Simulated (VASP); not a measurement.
# TiO2 (P4_2/mnm) in VASP: a series of runs

The runs below take TiO2 through electric field gradients, with PBE.

All numbers are computed with VASP 6.6.1; they aren't measurements. Logs are shortened: lines on timing, memory, paths and dates and some standing lists are left out, and cuts for length are marked.

## Step 1: The cell of the first run

Symmetry: P4_2/mnm, No. 136, tetragonal system. Conventional cell: a = 4.684 Å, b = 4.684 Å, c = 3.017 Å, α = 90.00°, β = 90.00°, γ = 90.00°. Within 2.6 Å of Ti (site symmetry mmm) lie 6 O at 1.98 to 2.03 Å. Within 2.6 Å of O (site symmetry m2m) lie 3 Ti at 1.98 to 2.03 Å and 1 O at 2.57 Å.

## Step 2: Electric field gradients, PBE (11.03 Å³/atom)

INCAR

```
PREC = Accurate
ENCUT = 520
EDIFF = 1E-8
ISMEAR = -1
SIGMA = 0.05
LREAL = F
LASPH = T
NELM = 60
ALGO = Normal
ISIF = 2
LWAVE = F
LCHARG = F
GGA = PE
LEFG = T
NBANDS = 33
```

KPOINTS

```
Automatic mesh
0
Gamma
  7 7 10
```

POSCAR

```
TiO2
1.0
    4.6841013062      0.0000000000      0.0000000000
    0.0000000000      4.6841013062      0.0000000000
    0.0000000000      0.0000000000      3.0170343416
Ti O
2 4
Direct
    0.0000000000      0.0000000000      0.0000000000
    0.5000000000      0.5000000000      0.5000000000
    0.3060000000      0.3060000000      0.0000000000
    0.1940000000      0.8060000000      0.5000000000
    0.6940000000      0.6940000000      0.0000000000
    0.8060000000      0.1940000000      0.5000000000
```

Potentials or basis: VASP PAW PBE potentials, release 64 (Ti_sv, O).

On the command line:

```
$ cat potpaw_PBE.64/Ti_sv/POTCAR potpaw_PBE.64/O/POTCAR > POTCAR
$ mpirun -np 1 vasp_std > vasp.out
```

OUTCAR:

```text
PREC = Accurate
   ENCUT = 520
   EDIFF = 1E-8
   ISMEAR = -1
   LREAL = F
   LASPH = T
   NELM = 60
   ISIF = 2
   GGA = PE

 ion  position               nearest neighbor table
   1  0.000  0.000  0.000-   4 1.98   6 1.98   4 1.98   6 1.98   5 2.03   3 2.03
   2  0.500  0.500  0.500-   3 1.98   5 1.98   3 1.98   5 1.98   4 2.03   6 2.03
   3  0.306  0.306  0.000-   2 1.98   2 1.98   1 2.03
   4  0.194  0.806  0.500-   1 1.98   1 1.98   2 2.03
   5  0.694  0.694  0.000-   2 1.98   2 1.98   1 2.03
   6  0.806  0.194  0.500-   1 1.98   1 1.98   2 2.03

  LATTYP: Found a simple tetragonal cell.
 ALAT       =     4.6841013062
 C/A-ratio  =     0.6441010013

  Lattice vectors:

 A1 = (   4.6841013062,   0.0000000000,   0.0000000000)
 A2 = (   0.0000000000,   4.6841013062,   0.0000000000)
 A3 = (   0.0000000000,   0.0000000000,   3.0170343416)

Analysis of symmetry for initial positions (statically):
=====================================================================
 Subroutine PRICEL returns:
 Original cell was already a primitive cell.

 Routine SETGRP: Setting up the symmetry group for a
 simple tetragonal supercell.

 Subroutine GETGRP returns: Found 16 space group operations
 (whereof  8 operations were pure point group operations)
 out of a pool of 16 trial point group operations.

The static configuration has the point symmetry D_2h.
 The point group associated with its full space group is D_4h.

Analysis of symmetry for dynamics (positions and initial velocities):
=====================================================================
 Subroutine PRICEL returns:
 Original cell was already a primitive cell.

 Routine SETGRP: Setting up the symmetry group for a
 simple tetragonal supercell.

 Subroutine GETGRP returns: Found 16 space group operations
 (whereof  8 operations were pure point group operations)
 out of a pool of 16 trial point group operations.

The dynamic configuration has the point symmetry D_2h.
 The point group associated with its full space group is D_4h.

 Subroutine INISYM returns: Found 16 space group operations
 (whereof  8 operations are pure point group operations),
 and found     1 'primitive' translations

[... 157 lines left out ...]
 k-point     1 :       0.0000    0.0000    0.0000
  band No.  band energies     occupation
      1     -52.8532      2.00000
      2     -52.8408      2.00000
      3     -29.1107      2.00000
      4     -29.1107      2.00000
      5     -28.9799      2.00000
      6     -28.9799      2.00000
[... 853 lines left out ...]
     32       9.2109      0.00000
     33      10.0871      0.00000

 [... further k-points ...]

------------------------ aborting loop because EDIFF is reached ----------------------------------------

  FORCE on cell =-STRESS in cart. coord.  units (eV):
  Direction    XX          YY          ZZ          XY          YZ          ZX
  --------------------------------------------------------------------------------------
  -------------------------------------------------------------------------------------
  Total       -2.2923997     -2.2923997     -3.9601086      0.0000000      0.0000000      0.0000000
  in kB      -55.4840451    -55.4840451    -95.8484000      0.0000000      0.0000000      0.0000000
  external PRESSURE =     -68.9388300 kB  Pullay stress =       0.0000000 kB

 VOLUME and BASIS-vectors are now :
 -----------------------------------------------------------------------------
  energy-cutoff  :      520.00
  volume of cell :       66.20
      direct lattice vectors                 reciprocal lattice vectors
     4.684101306  0.000000000  0.000000000     0.213488124  0.000000000  0.000000000
     0.000000000  4.684101306  0.000000000     0.000000000  0.213488124  0.000000000
     0.000000000  0.000000000  3.017034342     0.000000000  0.000000000  0.331451315

 POSITION                                       TOTAL-FORCE (eV/Angst)
 -----------------------------------------------------------------------------------
      0.00000      0.00000      0.00000         0.000000      0.000000      0.000000
      2.34205      2.34205      1.50852         0.000000      0.000000      0.000000
      1.43333      1.43333      0.00000         0.027572      0.027572      0.000000
      0.90872      3.77539      1.50852        -0.027572      0.027572      0.000000
      3.25077      3.25077      0.00000        -0.027572     -0.027572      0.000000
      3.77539      0.90872      1.50852         0.027572     -0.027572      0.000000
 -----------------------------------------------------------------------------------
    total drift:                               -0.000000      0.000000      0.000000

  FREE ENERGIE OF THE ION-ELECTRON SYSTEM (eV)
  ---------------------------------------------------
  free  energy   TOTEN  =       -53.6288644262 eV

  energy  without entropy=      -53.6288644248  energy(sigma->0) =      -53.62886443

 Electric field gradients (V/A^2)
---------------------------------------------------------------------
 ion       V_xx      V_yy      V_zz      V_xy      V_xz      V_yz
---------------------------------------------------------------------
   1      11.801    11.801   -23.601     5.869     0.000    -0.000
   2      11.801    11.801   -23.601    -5.869    -0.000    -0.000
   3       0.469     0.469    -0.938    24.322     0.000    -0.000
   4       0.469     0.469    -0.938   -24.322    -0.000    -0.000
   5       0.469     0.469    -0.938    24.322    -0.000     0.000
   6       0.469     0.469    -0.938   -24.322     0.000    -0.000
---------------------------------------------------------------------

 Electric field gradients after diagonalization (V/A^2)
 (convention: |V_zz| > |V_xx| > |V_yy|)
----------------------------------------------------------------------
 ion       V_xx      V_yy      V_zz     asymmetry (V_yy - V_xx)/ V_zz
----------------------------------------------------------------------
   1      17.669     5.932   -23.601       0.497
   2      17.669     5.932   -23.601       0.497
   3     -23.853    -0.938    24.791       0.924
   4     -23.853    -0.938    24.791       0.924
   5     -23.853    -0.938    24.791       0.924
   6     -23.853    -0.938    24.791       0.924
----------------------------------------------------------------------

           NMR quadrupolar parameters

 Cq : quadrupolar parameter    Cq=e*Q*V_zz/h
 eta: asymmetry parameters     (V_yy - V_xx)/ V_zz
 Q  : nuclear electric quadrupole moment in mb (millibarn)
----------------------------------------------------------------------
 ion       Cq(MHz)       eta       Q (mb)
----------------------------------------------------------------------
   1      -0.057       0.497       1.000
   2      -0.057       0.497       1.000
   3       0.060       0.924       1.000
   4       0.060       0.924       1.000
   5       0.060       0.924       1.000
   6       0.060       0.924       1.000
----------------------------------------------------------------------
```

stdout:

```text
POSCAR found type information on POSCAR TiO
 POSCAR found :  2 types and       6 ions
 scaLAPACK will be used
 LDA part: xc-table for (Slater+PW92), standard interpolation
 POSCAR, INCAR and KPOINTS ok, starting setup
 FFT: planning ... GRIDC
 FFT: planning ... GRID_SOFT
 FFT: planning ... GRID
 WAVECAR not read
 entering main loop
ion   1

ion   2

ion   3

ion   4

ion   5

ion   6
```

Wall time 3.4 min (1 thread of Intel Xeon 8259CL, shared host); peak memory 0.24 GiB.

Results:

- Free energy: -53.6289 eV
- Pressure: -6.9 GPa
- Largest force: 0.039 eV/Å
- Band gap on the k mesh: 1.76 eV
- Largest electric field gradient by atom: Ti -23.6; O +24.8 V/Å²

Forces in eV/Å, atoms in the order of the input:
```
Ti   0.000  0.000  0.000
Ti   0.000  0.000  0.000
O    0.028  0.028  0.000
O   -0.028  0.028  0.000
O   -0.028 -0.028  0.000
O    0.028 -0.028  0.000
```

Electric field gradients, principal values (V/Å²):
| atom | least | middle | greatest (by size) |
| --- | --- | --- | --- |
| 1 Ti | 5.932 | 17.669 | -23.601 |
| 2 Ti | 5.932 | 17.669 | -23.601 |
| 3 O | -0.938 | -23.853 | 24.791 |
| 4 O | -0.938 | -23.853 | 24.791 |
| 5 O | -0.938 | -23.853 | 24.791 |
| 6 O | -0.938 | -23.853 | 24.791 |

Caveat: the cell stands under tension; without QUAD_EFG the Cq values of the log hold for a quadrupole moment of 1 mb, not for the nuclei; an odd mesh through Γ misses points on the zone boundary, where band edges can lie.

## Step 3: Electric field gradients, PBE (zz strain of -3 %)

INCAR

```
PREC = Accurate
ENCUT = 520
EDIFF = 1E-8
ISMEAR = -1
SIGMA = 0.05
LREAL = False
LASPH = True
NELM = 60
ALGO = Normal
ISIF = 2
LWAVE = False
LCHARG = False
GGA = PE
LEFG = True
NBANDS = 33
```

KPOINTS is that of step 2.

Edit POSCAR of step 2 so:

```diff
@@ -2,5 +2,5 @@
 1.0
-    4.6841013062      0.0000000000      0.0000000000
-    0.0000000000      4.6841013062      0.0000000000
-    0.0000000000      0.0000000000      3.0170343416
+    4.5940000000      0.0000000000      0.0000000000
+    0.0000000000      4.5940000000      0.0000000000
+    0.0000000000      0.0000000000      2.8702300000
 Ti O
```

Potentials or basis: VASP PAW PBE potentials, release 64 (Ti_sv, O).

On the command line:

```
$ cat potpaw_PBE.64/Ti_sv/POTCAR potpaw_PBE.64/O/POTCAR > POTCAR
$ mpirun -np 1 vasp_std > vasp.out
```

OUTCAR:

```text
PREC = Accurate
   ENCUT = 520
   EDIFF = 1E-8
   ISMEAR = -1
   LREAL = False
   LASPH = True
   NELM = 60
   ISIF = 2
   GGA = PE

 ion  position               nearest neighbor table
   1  0.000  0.000  0.000-   4 1.91   6 1.91   4 1.91   6 1.91   5 1.99   3 1.99
   2  0.500  0.500  0.500-   3 1.91   5 1.91   3 1.91   5 1.91   4 1.99   6 1.99
   3  0.306  0.306  0.000-   2 1.91   2 1.91   1 1.99
   4  0.194  0.806  0.500-   1 1.91   1 1.91   2 1.99
   5  0.694  0.694  0.000-   2 1.91   2 1.91   1 1.99
   6  0.806  0.194  0.500-   1 1.91   1 1.91   2 1.99

  LATTYP: Found a simple tetragonal cell.
 ALAT       =     4.5940000000
 C/A-ratio  =     0.6247779713

  Lattice vectors:

 A1 = (   4.5940000000,   0.0000000000,   0.0000000000)
 A2 = (   0.0000000000,   4.5940000000,   0.0000000000)
 A3 = (   0.0000000000,   0.0000000000,   2.8702300000)

Analysis of symmetry for initial positions (statically):
=====================================================================
 Subroutine PRICEL returns:
 Original cell was already a primitive cell.

 Routine SETGRP: Setting up the symmetry group for a
 simple tetragonal supercell.

 Subroutine GETGRP returns: Found 16 space group operations
 (whereof  8 operations were pure point group operations)
 out of a pool of 16 trial point group operations.

The static configuration has the point symmetry D_2h.
 The point group associated with its full space group is D_4h.

Analysis of symmetry for dynamics (positions and initial velocities):
=====================================================================
 Subroutine PRICEL returns:
[... 1045 lines left out ...]
  Total        4.6403220      4.6403220      8.8423852     -0.0000000      0.0000000      0.0000000
  in kB      122.7326249    122.7326249    233.8736707     -0.0000000      0.0000000      0.0000000
  external PRESSURE =     159.7796401 kB  Pullay stress =       0.0000000 kB

 VOLUME and BASIS-vectors are now :
 -----------------------------------------------------------------------------
  energy-cutoff  :      520.00
  volume of cell :       60.58
      direct lattice vectors                 reciprocal lattice vectors
     4.594000000  0.000000000  0.000000000     0.217675229  0.000000000  0.000000000
     0.000000000  4.594000000  0.000000000     0.000000000  0.217675229  0.000000000
     0.000000000  0.000000000  2.870230000     0.000000000  0.000000000  0.348404135

 POSITION                                       TOTAL-FORCE (eV/Angst)
 -----------------------------------------------------------------------------------
      0.00000      0.00000      0.00000        -0.000000      0.000000      0.000000
      2.29700      2.29700      1.43511        -0.000000      0.000000      0.000000
      1.40576      1.40576      0.00000        -0.372856     -0.372856      0.000000
      0.89124      3.70276      1.43511         0.372856     -0.372856      0.000000
      3.18824      3.18824      0.00000         0.372856      0.372856     -0.000000
      3.70276      0.89124      1.43511        -0.372856      0.372856     -0.000000
 -----------------------------------------------------------------------------------
    total drift:                               -0.000000      0.000000      0.000000

  FREE ENERGIE OF THE ION-ELECTRON SYSTEM (eV)
  ---------------------------------------------------
  free  energy   TOTEN  =       -53.4702934484 eV

  energy  without entropy=      -53.4702934483  energy(sigma->0) =      -53.47029345

 Electric field gradients (V/A^2)
---------------------------------------------------------------------
 ion       V_xx      V_yy      V_zz      V_xy      V_xz      V_yz
---------------------------------------------------------------------
   1      15.697    15.697   -31.395    24.720     0.000     0.000
   2      15.697    15.697   -31.395   -24.720    -0.000    -0.000
   3       3.649     3.649    -7.299    19.466     0.000     0.000
   4       3.649     3.649    -7.299   -19.466    -0.000     0.000
   5       3.649     3.649    -7.299    19.466    -0.000     0.000
   6       3.649     3.649    -7.299   -19.466     0.000     0.000
---------------------------------------------------------------------

 Electric field gradients after diagonalization (V/A^2)
 (convention: |V_zz| > |V_xx| > |V_yy|)
----------------------------------------------------------------------
 ion       V_xx      V_yy      V_zz     asymmetry (V_yy - V_xx)/ V_zz
----------------------------------------------------------------------
   1     -31.395    -9.023    40.417       0.554
   2     -31.395    -9.023    40.417       0.554
   3     -15.816    -7.299    23.115       0.368
   4     -15.816    -7.299    23.115       0.368
   5     -15.816    -7.299    23.115       0.368
   6     -15.816    -7.299    23.115       0.368
----------------------------------------------------------------------

           NMR quadrupolar parameters

 Cq : quadrupolar parameter    Cq=e*Q*V_zz/h
 eta: asymmetry parameters     (V_yy - V_xx)/ V_zz
 Q  : nuclear electric quadrupole moment in mb (millibarn)
----------------------------------------------------------------------
 ion       Cq(MHz)       eta       Q (mb)
----------------------------------------------------------------------
   1       0.098       0.554       1.000
   2       0.098       0.554       1.000
   3       0.056       0.368       1.000
   4       0.056       0.368       1.000
   5       0.056       0.368       1.000
   6       0.056       0.368       1.000
----------------------------------------------------------------------
```

Wall time 48 s (1 thread of Intel Xeon 6975P-C (Granite Rapids), shared host); peak memory 0.23 GiB.

What came out:

```
Free energy                             : -53.4703 eV
Pressure                                : 16.0 GPa
Largest force                           : 0.527 eV/Å
Band gap on the k mesh                  : 2.05 eV
Largest electric field gradient by atom : Ti +40.4; O +23.1 V/Å²
```

Forces on the atoms (eV/Å):
```
Ti   0.000  0.000  0.000
Ti   0.000  0.000  0.000
O   -0.373 -0.373  0.000
O    0.373 -0.373  0.000
O    0.373  0.373  0.000
O   -0.373  0.373  0.000
```

Electric field gradients, principal values (V/Å²):
```
atom   least   middle  greatest (by size)
1 Ti  -9.023  -31.395              40.417
2 Ti  -9.023  -31.395              40.417
 3 O  -7.299  -15.816              23.115
 4 O  -7.299  -15.816              23.115
 5 O  -7.299  -15.816              23.115
 6 O  -7.299  -15.816              23.115
```

Caveat: the cell differs from its parent crystal (zz strain of -3 %); the cell stands under pressure; without QUAD_EFG the Cq values of the log hold for a quadrupole moment of 1 mb, not for the nuclei; an odd mesh through Γ misses points on the zone boundary, where band edges can lie.

(Part 1 of 2 ends here.)
